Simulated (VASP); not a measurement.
Here is a VASP 6.6.1 calculation.

File INCAR:

```
ALGO = Normal ; EDIFF = 1E-6
ENCUT = 520 ; GGA = PE
ISIF = 2 ; ISMEAR = 0
ISPIN = 2 ; LASPH = True
LCHARG = True ; LELF = True
LMAXMIX = 4 ; LORBIT = 11
LREAL = False ; LVHAR = True
LWAVE = False ; MAGMOM = 1.93 1.93
NBANDS = 20 ; NELM = 150
PREC = Accurate ; SIGMA = 0.1
```

KPOINTS

```
k-points
0
Gamma
  18 18 10
```

POSCAR

```
Co
1.0
    2.4922744634      0.0000000000      0.0000000000
   -1.2461372317      2.1583729985      0.0000000000
    0.0000000000      0.0000000000      4.0336831186
Co
2
Direct
    0.3333333333      0.6666666667      0.2500000000
    0.6666666667      0.3333333333      0.7500000000
```

Potentials or basis: VASP PAW PBE potentials, release 64 (Co).

Run with:

```sh
$ cat potpaw_PBE.64/Co/POTCAR > POTCAR
$ mpirun -np 1 vasp_std > vasp.out
```

Task: Estimate the pressure.

Result: -0.7 GPa.

Task: Predict the net moment.

Result: 3.19 μB per cell.

Task: Estimate the site moments.

Result: Co +1.61 μB.

Stress tensor (GPa, compression positive):
```
-0.68  0.00  0.00
 0.00 -0.68  0.00
 0.00  0.00 -0.81
```
